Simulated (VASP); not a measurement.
Set up this calculation in VASP 6.6.1, as the native input.

```
Task                   : single point
Functional             : PBE
Potentials or basis    : VASP PAW PBE potentials, release 64 (Y_sv, Mg, O)
Cutoff                 : 520 eV
k mesh                 : 6 × 6 × 6
Occupations            : gaussian, width 0.1 eV
Spin                   : no spin polarisation
Dipole correction      : no
Further INCAR settings : ALGO = Normal; EDIFF = 1e-07; NBANDS = 22
```

The structure of YMg2O2 lies in POSCAR:

```
YMg2O2
1.0
   -1.9644827300      1.9644827300      4.7882435100
    1.9644827300     -1.9644827300      4.7882435100
    1.9644827300      1.9644827300     -4.7882435100
Y Mg O
1 2 2
Direct
    0.0000000000      0.0000000000      0.0000000000
    0.3779999900      0.3779999900      0.0000000000
    0.6220000100      0.6220000100      0.0000000000
    0.7500000000      0.2500000000      0.5000000000
    0.2500000000      0.7500000000      0.5000000000
```

The cell was generated, and may not be a known phase.

The input as run:

INCAR

```
SYSTEM = YMg2O2
PREC     = Accurate       ! precision mode
ENCUT    = 520            ! plane-wave cutoff, eV
EDIFF    = 1E-7           ! SCF threshold, eV
ISMEAR   = 0              ! smearing method
SIGMA    = 0.1            ! smearing width, eV
LREAL    = .False.        ! projectors in reciprocal space
LASPH    = .True.         ! aspherical terms in the spheres
NELM     = 60             ! most SCF steps
ALGO     = Normal         ! electronic algorithm
ISIF     = 2              ! what is computed and relaxed
LWAVE    = .False.        ! write WAVECAR
LCHARG   = .False.        ! write CHGCAR
GGA      = PE             ! functional
NBANDS   = 22             ! bands
```

KPOINTS

```
regular mesh
0
Gamma
  6 6 6
  0 0 0
```

Potentials or basis: VASP PAW PBE potentials, release 64 (Y_sv, Mg, O).

Command:

```sh
$ cat potpaw_PBE.64/Y_sv/POTCAR potpaw_PBE.64/Mg/POTCAR potpaw_PBE.64/O/POTCAR > POTCAR
$ mpirun -np 1 vasp_std > vasp.out
```

It gave:

* Pressure: -1.7 GPa
* Largest force: 6.752 eV/Å
* Band gap on the k mesh: zero (an odd number of electrons rules out a gap without spin polarisation)

Caveat: the stress differs along the axes, from -15 to 5 GPa; forces of over 1 eV/Å act on the atoms, so gaps and moduli don't describe the material at rest.

It took 64 s on 1 thread of AMD EPYC 9R14 (Zen 4) (shared host), peak memory 0.27 GiB.
